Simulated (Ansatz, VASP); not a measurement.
## One calculation of Sn, two programs

File INCAR:

```
PREC = Accurate
ENCUT = 520
EDIFF = 1E-6
ISMEAR = -1
SIGMA = 0.1
LREAL = False
LASPH = True
NELM = 100
ALGO = Normal
ISIF = 2
LWAVE = False
LCHARG = False
GGA = RE
NBANDS = 13
```

The input KPOINTS:

```
regular mesh
0
Gamma
  11 11 11
```

Contents of POSCAR:

```
Sn
1.0
    3.1864535902      0.0000000000      0.0000000000
    0.0000000000      3.1864535902      0.0000000000
    0.0000000000      0.0000000000      3.1864535902
Sn
1
Direct
    0.0000000000      0.0000000000      0.0000000000
```

Input for Ansatz:

```yaml
crystal:
  lattice:
    - [3.1864535902, 0.0, 0.0]
    - [0.0, 3.1864535902, 0.0]
    - [0.0, 0.0, 3.1864535902]
  atoms:
    - { symbol: Sn, position: [0.0, 0.0, 0.0] }
hamiltonian:
  xc: revpbe
  pseudopotentials:
    kind: paw
    azcp:
      Sn: "pseudopotentials/Sn.paw.azcp"
basis:
  ecutwfc: 420
  fft_grid_basis: typed
kpoints:
  mp_grid: { grid: [11, 11, 11], shift: [0, 0, 0] }
magnetization:
  spin_polarized: false
scf:
  occupations: { method: fermi_dirac, width: 0.1 }
  lower_state_search: "off"
output:
  stress: true
  write_density: true
  write_potential: true
  elf: true
  volumetric_format: npy
```

Alike in both runs: task single point; functional revPBE; k mesh 11 × 11 × 11; occupations fermi-dirac, width 0.1 eV; no spin polarisation.

```csv
,VASP,Ansatz
version,VASP 6.6.1,Ansatz 0.2.0
potentials or method,"VASP PAW PBE potentials, release 64 (Sn_d), cutoff 520 eV","plane waves (420 eV) with PAW, scalar-relativistic"
valence electrons in the cell,14,14
```

|  | VASP | Ansatz | Ansatz less VASP |
| --- | --- | --- | --- |
| pressure (GPa) | -2.5 | -2.5 | +0.02 |

VASP's potentials were made for PBE, not for revPBE.
